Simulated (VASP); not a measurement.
# TiClF (Cmmm) in VASP: a series of runs

TiClF is run at these levels: PBE; tasks: single point, relaxation of cell and atoms.

Program: VASP 6.6.1. These are calculated values, not measurements. Logs are shortened: lines on timing, memory, paths and dates and some standing lists are left out, and cuts for length are marked.

## 1. The cell of the first run

The structure is orthorhombic, space group Cmmm (No. 65). Conventional cell: a = 4.100 Å, b = 6.051 Å, c = 4.393 Å, α = 90.00°, β = 90.00°, γ = 90.00°. Ti (site symmetry mmm) has 2 F at 2.05 Å and 2 Cl at 2.20 Å within 2.7 Å. Cl (site symmetry mmm) has 2 Ti at 2.20 Å and 4 F at 3.00 Å within 3.1 Å. Within 2.7 Å of F (site symmetry mmm) lie 2 Ti at 2.05 Å.

The cell was built from a structure type or drawn by symmetry, and may not be a known phase.

## 2. Single point, PBE, collinear spin

INCAR reads:

```
PREC = Accurate ; ENCUT = 520
EDIFF = 1E-6 ; ISMEAR = 0
SIGMA = 0.1 ; LREAL = False
LASPH = True ; NELM = 150
ALGO = Normal ; ISIF = 2
LWAVE = False ; LCHARG = False
ISPIN = 2 ; MAGMOM = 1 0 0
LORBIT = 11 ; LMAXMIX = 4
GGA = PE ; NBANDS = 24
```

KPOINTS reads:

```
regular mesh
0
Gamma
  6 6 4
```

POSCAR reads:

```
TiClF
1.0
    2.0498855000     -3.0257120300      0.0000000000
    2.0498855000      3.0257120300      0.0000000000
    0.0000000000      0.0000000000      4.3932811100
Ti Cl F
1 1 1
Direct
    0.5000000000      0.5000000000      0.0000000000
    0.5000000000      0.5000000000      0.5000000000
    0.0000000000      0.0000000000      0.0000000000
```

Potentials or basis: VASP PAW PBE potentials, release 64 (Ti_sv, Cl, F).

Command:

```
> cat potpaw_PBE.64/Ti_sv/POTCAR potpaw_PBE.64/Cl/POTCAR potpaw_PBE.64/F/POTCAR > POTCAR
> mpirun -np 1 vasp_std > vasp.out
```

OUTCAR:

```text
PREC = Accurate
   ENCUT = 520
   EDIFF = 1E-6
   ISMEAR = 0
   LREAL = False
   LASPH = True
   NELM = 150
   ISIF = 2
   ISPIN = 2
   LORBIT = 11
   GGA = PE

 ion  position               nearest neighbor table
   1  0.500  0.500  0.000-   3 2.05   3 2.05   2 2.20   2 2.20
   2  0.500  0.500  0.500-   1 2.20   1 2.20
   3  0.000  0.000  0.000-   1 2.05   1 2.05

  LATTYP: Found a base centered orthorhombic cell.
 ALAT       =     4.0997710000
 B/A-ratio  =     1.4760395300
 C/A-ratio  =     1.0715918304

  Lattice vectors:

 A1 = (   2.0498855000,  -3.0257120300,   0.0000000000)
 A2 = (   2.0498855000,   3.0257120300,   0.0000000000)
 A3 = (   0.0000000000,   0.0000000000,   4.3932811100)

Analysis of symmetry for initial positions (statically):
=====================================================================
 Subroutine PRICEL returns:
 Original cell was already a primitive cell.

 Routine SETGRP: Setting up the symmetry group for a
 base centered orthorhombic supercell.

 Subroutine GETGRP returns: Found  8 space group operations
 (whereof  8 operations were pure point group operations)
 out of a pool of  8 trial point group operations.

The static configuration has the point symmetry D_2h.

Analysis of symmetry for dynamics (positions and initial velocities):
=====================================================================
 Subroutine PRICEL returns:
 Original cell was already a primitive cell.

 Routine SETGRP: Setting up the symmetry group for a
 base centered orthorhombic supercell.

 Subroutine GETGRP returns: Found  8 space group operations
 (whereof  8 operations were pure point group operations)
 out of a pool of  8 trial point group operations.

The dynamic configuration has the point symmetry D_2h.

Analysis of structural, dynamic, and magnetic symmetry:
=====================================================================
 Subroutine PRICEL returns:
 Original cell was already a primitive cell.

 Routine SETGRP: Setting up the symmetry group for a
 base centered orthorhombic supercell.

 Subroutine GETGRP returns: Found  8 space group operations
 (whereof  8 operations were pure point group operations)
 out of a pool of  8 trial point group operations.

The overall configuration has the point symmetry D_2h.

 Subroutine INISYM returns: Found  8 space group operations
 (whereof  8 operations are pure point group operations),
 and found     1 'primitive' translations

----------------------------------------------------------------------------------------

                                     Primitive cell

  volume of cell :      54.4975

  direct lattice vectors                    reciprocal lattice vectors
     2.049885500 -3.025712030  0.000000000     0.243916063 -0.165250359  0.000000000
     2.049885500  3.025712030  0.000000000     0.243916063  0.165250359  0.000000000
     0.000000000  0.000000000  4.393281110     0.000000000  0.000000000  0.227620308

  length of vectors
     3.654718026  3.654718026  4.393281110     0.294623025  0.294623025  0.227620308

  position of ions in fractional coordinates (direct lattice)
     0.500000000  0.500000000  0.000000000
     0.500000000  0.500000000  0.500000000
     0.000000000  0.000000000  0.000000000

  ion indices of the primitive-cell ions
   primitive index   ion index
                 1           1
                 2           2
                 3           3

----------------------------------------------------------------------------------------

 KPOINTS: regular mesh

Automatic generation of k-mesh.
 Grid dimensions read from file:
 generate k-points for:    6    6    4

 Generating k-lattice:

  Cartesian coordinates                     Fractional coordinates (reciprocal lattice)
     0.040652677 -0.027541727  0.000000000     0.166666667  0.000000000  0.000000000
     0.040652677  0.027541727  0.000000000     0.000000000  0.166666667  0.000000000
     0.000000000  0.000000000  0.056905077     0.000000000  0.000000000  0.250000000

  Length of vectors
     0.049103837  0.049103837  0.056905077
[... 43 lines left out ...]
  energy-cutoff  :      520.00
  volume of cell :       54.50
 maximum number of plane-waves:      1481
   NGX = 13   NGY = 13   NGZ = 17

 number of electron      25.9999993 magnetization       1.9615027

 Free energy of the ion-electron system (eV)
  ---------------------------------------------------
  ext. energy  EPLUGINS =         0.00000000
  ---------------------------------------------------
  free energy    TOTEN  =       -16.48605476 eV

  energy without entropy =      -16.47497724  energy(sigma->0) =      -16.48051600

 E-fermi :   5.1124     XC(G=0):  -9.3277

 val. band max:        5.1114122406   @ k =  -0.3333   0.1667   0.5000
 cond. band min:       5.1163339564   @ k =  -0.3333   0.3333   0.5000
 fundamental gap:      0.0049217157
 Fermi energy:         5.1124445546

 spin component 1

 k-point     1 :       0.0000    0.0000    0.0000
  band No.  band energies     occupation
      1     -53.2212      1.00000
      2     -29.6548      1.00000
      3     -29.5804      1.00000
      4     -29.4409      1.00000
      5     -20.2739      1.00000
      6     -12.6321      1.00000
[... 16 lines left out ...]
     23      16.5855      0.00000
     24      17.6550      0.00000
[... 598 lines left out ...]
      2     -29.6645      1.00000
      3     -29.6192      1.00000
      4     -29.4782      1.00000
      5     -20.1504      1.00000
      6     -12.1098      1.00000
[... 16 lines left out ...]
     23      16.1917      0.00000
     24      18.1181      0.00000

 [... further k-points ...]

 spin component 2

 k-point     1 :       0.0000    0.0000    0.0000
  band No.  band energies     occupation
      1     -51.7945      1.00000
      2     -28.4116      1.00000
      3     -28.2798      1.00000
      4     -27.6974      1.00000
      5     -20.1815      1.00000
      6     -12.5954      1.00000
[... 16 lines left out ...]
     23      17.4807      0.00000
     24      18.0755      0.00000
[... 598 lines left out ...]
      2     -28.4557      1.00000
      3     -28.2927      1.00000
      4     -27.7347      1.00000
      5     -20.0543      1.00000
      6     -12.0768      1.00000
[... 16 lines left out ...]
     23      16.7581      0.00000
     24      18.8099      0.00000

 [... further k-points ...]

------------------------ aborting loop because EDIFF is reached ----------------------------------------

  FORCE on cell =-STRESS in cart. coord.  units (eV):
  Direction    XX          YY          ZZ          XY          YZ          ZX
  --------------------------------------------------------------------------------------
  -------------------------------------------------------------------------------------
  Total       -0.5356760      0.1126387      9.1855307      0.0000000      0.0000000      0.0000000
  in kB      -15.7484058      3.3114790    270.0465620      0.0000000      0.0000000      0.0000000
  external PRESSURE =      85.8698784 kB  Pullay stress =       0.0000000 kB

 VOLUME and BASIS-vectors are now :
 -----------------------------------------------------------------------------
  energy-cutoff  :      520.00
  volume of cell :       54.50
      direct lattice vectors                 reciprocal lattice vectors
     2.049885500 -3.025712030  0.000000000     0.243916063 -0.165250359  0.000000000
     2.049885500  3.025712030  0.000000000     0.243916063  0.165250359  0.000000000
     0.000000000  0.000000000  4.393281110     0.000000000  0.000000000  0.227620308

 POSITION                                       TOTAL-FORCE (eV/Angst)
 -----------------------------------------------------------------------------------
      2.04989      0.00000      0.00000        -0.000000      0.000000      0.000000
      2.04989      0.00000      2.19664         0.000000     -0.000000      0.000000
      0.00000      0.00000      0.00000         0.000000     -0.000000      0.000000
 -----------------------------------------------------------------------------------
    total drift:                                0.000000      0.000000     -0.000000

  FREE ENERGIE OF THE ION-ELECTRON SYSTEM (eV)
  ---------------------------------------------------
  free  energy   TOTEN  =       -16.4860547583 eV

  energy  without entropy=      -16.4749772356  energy(sigma->0) =      -16.48051600

 total charge

# of ion       s       p       d       tot
------------------------------------------
    1        2.150   6.114   2.011  10.275
    2        1.601   3.625   0.000   5.225
    3        1.738   4.361   0.000   6.098
--------------------------------------------------
tot          5.489  14.099   2.011  21.599

 magnetization (x)

# of ion       s       p       d       tot
------------------------------------------
    1        0.033   0.014   1.420   1.468
    2       -0.003  -0.038   0.000  -0.041
    3        0.004   0.036   0.000   0.040
--------------------------------------------------
tot          0.034   0.012   1.420   1.467
```

Wall time 2 min (1 thread of Intel Xeon 8259CL, shared host); peak memory 0.24 GiB.

What came out:

```
Free energy                                           : -16.4861 eV
Pressure                                              : 8.6 GPa
Band gap on the k mesh                                : zero (filled and empty bands overlap)
Net moment                                            : 1.96 μB per cell
Site moments                                          : Ti +1.47; Cl -0.04; F +0.04 μB
Valence electrons inside the program's atomic spheres : Ti 10.28; Cl 5.22; F 6.10
```

Stress tensor (GPa, compression positive):
```
-1.57  0.00  0.00
 0.00  0.33  0.00
 0.00  0.00 27.00
```

Caveat: the cell stands under pressure; semilocal functionals often make such compounds metallic where correlation or magnetic order opens a gap, which also shifts bond lengths.

## 3. Single point, PBE, collinear spin

This run uses another cell than the first one, of 21.72 Å³/atom.

INCAR reads:

```
ALGO = Normal
EDIFF = 1E-6
ENCUT = 520
GGA = PE
ISIF = 2
ISMEAR = 0
ISPIN = 2
LASPH = True
LCHARG = True
LELF = True
LMAXMIX = 4
LORBIT = 11
LREAL = False
LVHAR = True
LWAVE = False
MAGMOM = 1 0 0
NBANDS = 24
NELM = 150
PREC = Accurate
SIGMA = 0.1
```

KPOINTS reads:

```
k-points
0
Gamma
  6 6 4
```

POSCAR reads:

```
TiClF
1.0
    1.9803248166     -3.4356931835      0.0000000000
    1.9803248166      3.4356931835      0.0000000000
    0.0000000000      0.0000000000      4.7878246443
Ti Cl F
1 1 1
Direct
    0.5000000000      0.5000000000      0.0000000000
    0.5000000000      0.5000000000      0.5000000000
    0.0000000000      0.0000000000      0.0000000000
```

Potentials or basis: VASP PAW PBE potentials, release 64 (Ti_sv, Cl, F).

Command:

```
> cat potpaw_PBE.64/Ti_sv/POTCAR potpaw_PBE.64/Cl/POTCAR potpaw_PBE.64/F/POTCAR > POTCAR
> mpirun -np 1 vasp_std > vasp.out
```

Wall time 2.5 min (1 thread of Intel Xeon 8259CL, shared host); peak memory 0.26 GiB.

Results (log left out):

- Free energy: -16.8768 eV
- Pressure: 0.2 GPa
- Band gap on the k mesh: zero (filled and empty bands overlap)
- Net moment: 1.98 μB per cell
- Site moments: Ti +1.50; Cl -0.03; F -0.00 μB
- Valence electrons inside the program's atomic spheres: Ti 10.16; Cl 5.16; F 6.11

Stress tensor (GPa, compression positive):
```
 0.65  0.00  0.00
 0.00  0.12  0.00
 0.00  0.00 -0.08
```

Levels at points of the mesh, in eV from the Fermi level:
Spin up:
```tsv
k point	band 10	band 11	band 12	band 13	band 14	band 15	band 16	band 17	band 18	band 19
(0.00, 0.00, 0.00)	-4.91	-3.84	-3.69	-1.72	-0.59	-0.50	-0.34	0.61	2.25	6.06
(0.50, 0.00, 0.00)	-5.28	-5.00	-4.09	-0.59	-0.46	0.40	0.69	1.25	3.82	5.26
(0.50, 0.50, 0.00)	-4.92	-4.84	-3.94	-0.98	-0.61	0.11	0.19	0.71	3.37	5.35
(0.00, 0.00, 0.50)	-6.68	-4.18	-4.15	-1.53	-0.56	0.44	0.60	1.78	4.05	4.99
(0.50, 0.00, 0.50)	-6.61	-4.79	-4.05	-0.36	0.49	0.82	0.98	2.52	3.81	5.24
(0.50, 0.50, 0.50)	-6.63	-5.39	-4.40	0.12	0.34	0.34	0.39	2.07	2.23	6.74
```
Spin down:
| k point | band 9 | band 10 | band 11 | band 12 | band 13 | band 14 | band 15 | band 16 |
| --- | --- | --- | --- | --- | --- | --- | --- | --- |
| (0.00, 0.00, 0.00) | -6.66 | -4.86 | -3.81 | -3.71 | -0.11 | 0.70 | 0.82 | 1.38 |
| (0.50, 0.00, 0.00) | -7.01 | -5.19 | -4.99 | -4.07 | 1.05 | 1.22 | 1.56 | 1.84 |
| (0.50, 0.50, 0.00) | -6.90 | -4.89 | -4.78 | -3.95 | 0.57 | 0.58 | 1.49 | 1.54 |
| (0.00, 0.00, 0.50) | -6.67 | -6.65 | -4.06 | -4.03 | 0.22 | 0.86 | 1.62 | 2.29 |
| (0.50, 0.00, 0.50) | -7.12 | -6.41 | -4.69 | -4.02 | 1.40 | 2.14 | 2.24 | 2.34 |
| (0.50, 0.50, 0.50) | -6.63 | -6.45 | -5.24 | -4.32 | 1.55 | 1.57 | 1.98 | 2.16 |

Caveat: semilocal functionals often make such compounds metallic where correlation or magnetic order opens a gap, which also shifts bond lengths.

## 4. Relaxation of cell and atoms, PBE, collinear spin

INCAR reads:

```
  PREC = Accurate
  ENCUT = 600
  EDIFF = 1E-7
  ISMEAR = 0
  SIGMA = 0.1
  LREAL = F
  LASPH = T
  NELM = 150
  ALGO = Normal
  ISIF = 3
  LWAVE = F
  LCHARG = F
  ISPIN = 2
  MAGMOM = 1 0 0
  LORBIT = 11
  LMAXMIX = 4
  GGA = PE
  IBRION = 2
  NSW = 90
  EDIFFG = -0.04
```

KPOINTS reads:

```
Automatic mesh
0
Gamma
  6 6 4
```

POSCAR reads:

```
TiClF
1.0
    2.0498855000     -3.0257120300      0.0000000000
    2.0498855000      3.0257120300      0.0000000000
    0.0000000000      0.0000000000      4.3932811100
Ti Cl F
1 1 1
Direct
    0.5000000000      0.5000000000      0.0000000000
    0.5000000000      0.5000000000      0.5000000000
    0.0000000000      0.0000000000      0.0000000000
```

Command:

```
> cat potpaw_PBE.64/Ti_sv/POTCAR potpaw_PBE.64/Cl/POTCAR potpaw_PBE.64/F/POTCAR > POTCAR
> mpirun -np 1 vasp_std > vasp.out
```

Run time: 20 min. Hardware: 1 thread of Intel Xeon 8259CL, shared host; peak memory 0.26 GiB.

The run converged. Its results:

* Free energy: -16.8675 eV
* Relaxed volume: 21.57 Å³/atom
* Relaxed cell: a = 3.939 Å, b = 3.939 Å, c = 4.786 Å, α = 90.00°, β = 90.00°, γ = 119.34°
* Space group after relaxing (to 0.1 Å): Cmmm (No. 65)
* Energy gained by relaxing: 126.4 meV/atom
* Ionic steps: 12
* Pressure after relaxing: -0.1 GPa
* Band gap on the k mesh: zero (filled and empty bands overlap)
* Net moment: 1.98 μB per cell
* Site moments: Ti +1.51; Cl -0.03; F +0.00 μB
* Valence electrons inside the program's atomic spheres: Ti 10.15; Cl 5.16; F 6.11

Stress tensor (GPa, compression positive):
```
-0.18  0.00  0.00
 0.00  0.07  0.00
 0.00  0.00 -0.17
```

Step by step:
```
step  energy change (eV)  largest force (eV/Å)  pressure (GPa)  volume (Å³)
   1              0.0000                0.0000            8.57        54.50
   2             -0.2285                0.0000           -3.97        62.10
   3             -0.3449                0.0000           -0.63        58.92
   4             -0.3516                0.0000            0.40        58.39
   5             -0.3517                0.0000            0.48        58.34
   6             -0.3545                0.0000            0.51        58.68
   7             -0.3619                0.0000            0.58        59.69
   8             -0.3720                0.0000            0.81        61.68
   9             -0.3614                0.0000            1.58        65.53
  10             -0.3742                0.0000            0.99        62.76
  11             -0.3772                0.0000            0.60        63.45
  12             -0.3791                0.0000           -0.10        64.72
```

Final structure:
```cif
data_structure
_symmetry_space_group_name_H-M 'P 1'
_symmetry_Int_Tables_number 1
_cell_length_a 3.9387
_cell_length_b 3.9387
_cell_length_c 4.7861
_cell_angle_alpha 90.000
_cell_angle_beta 90.000
_cell_angle_gamma 119.342
_cell_volume 64.72
loop_
_atom_site_label
_atom_site_type_symbol
_atom_site_fract_x
_atom_site_fract_y
_atom_site_fract_z
_atom_site_occupancy
Ti1 Ti 0.50000 0.50000 0.00000 1
Cl1 Cl 0.50000 0.50000 0.50000 1
F1 F 0.00000 0.00000 0.00000 1
```

Levels at points of the mesh, in eV from the Fermi level:
Spin up:
| k point | band 12 | band 13 | band 14 | band 15 | band 16 | band 17 |
| --- | --- | --- | --- | --- | --- | --- |
| (0.00, 0.00, 0.00) | -3.69 | -1.71 | -0.62 | -0.50 | -0.33 | 0.61 |
| (0.50, 0.00, 0.00) | -4.06 | -0.59 | -0.45 | 0.38 | 0.68 | 1.25 |
| (0.50, 0.50, 0.00) | -3.96 | -0.99 | -0.62 | 0.13 | 0.20 | 0.71 |
| (0.00, 0.00, 0.50) | -4.15 | -1.53 | -0.59 | 0.45 | 0.60 | 1.74 |
| (0.50, 0.00, 0.50) | -4.03 | -0.35 | 0.49 | 0.81 | 0.96 | 2.52 |
| (0.50, 0.50, 0.50) | -4.42 | 0.14 | 0.34 | 0.35 | 0.39 | 2.13 |
Spin down:
```tsv
k point	band 8	band 9	band 10	band 11	band 12	band 13	band 14	band 15	band 16	band 17
(0.00, 0.00, 0.00)	-7.01	-6.60	-4.85	-3.78	-3.70	-0.10	0.71	0.80	1.39	1.47
(0.50, 0.00, 0.00)	-7.05	-6.94	-5.19	-5.00	-4.04	1.04	1.23	1.55	1.84	2.48
(0.50, 0.50, 0.00)	-7.08	-6.85	-4.90	-4.78	-3.97	0.57	0.57	1.49	1.57	2.13
(0.00, 0.00, 0.50)	-6.68	-6.62	-6.59	-4.06	-4.01	0.23	0.84	1.64	2.29	2.66
(0.50, 0.00, 0.50)	-7.33	-7.06	-6.40	-4.69	-3.99	1.40	2.13	2.24	2.35	3.48
(0.50, 0.50, 0.50)	-6.97	-6.57	-6.44	-5.26	-4.34	1.57	1.58	1.98	2.15	3.18
```

Caveat: the volume moved by over 15 % at a fixed basis, so the end points are rough; semilocal functionals often make such compounds metallic where correlation or magnetic order opens a gap, which also shifts bond lengths.

## 5. The runs side by side

```tsv
task	cell	cutoff (eV)	gap on the mesh (eV)	pressure (GPa)	moment (μB)
single point	a = 3.655, b = 3.655, c = 4.393 Å, angles 90.0, 90.0, 111.8°, 3 atoms	520	none	8.6	1.96
single point	a = 3.966, b = 3.966, c = 4.788 Å, angles 90.0, 90.0, 120.1°, 3 atoms	520	none	0.2	1.98
relaxation of cell and atoms	relaxed from a = 3.655, b = 3.655, c = 4.393 Å, angles 90.0, 90.0, 111.8°, 3 atoms	600	none	-0.1	1.98
```

Alike in all rows: level PBE; potentials or basis VASP PAW PBE potentials, release 64 (Ti_sv, Cl, F); spin collinear; k mesh 6 × 6 × 4; smearing gaussian 0.1 eV.

Caveats: semilocal functionals often make such compounds metallic where correlation or magnetic order opens a gap, which also shifts bond lengths; the cell stands under pressure (at least some runs); the volume moved by over 15 % at a fixed basis, so the end points are rough (at least some runs).

Total energies depend on the potentials used, so only differences within one code and one set of settings carry meaning.
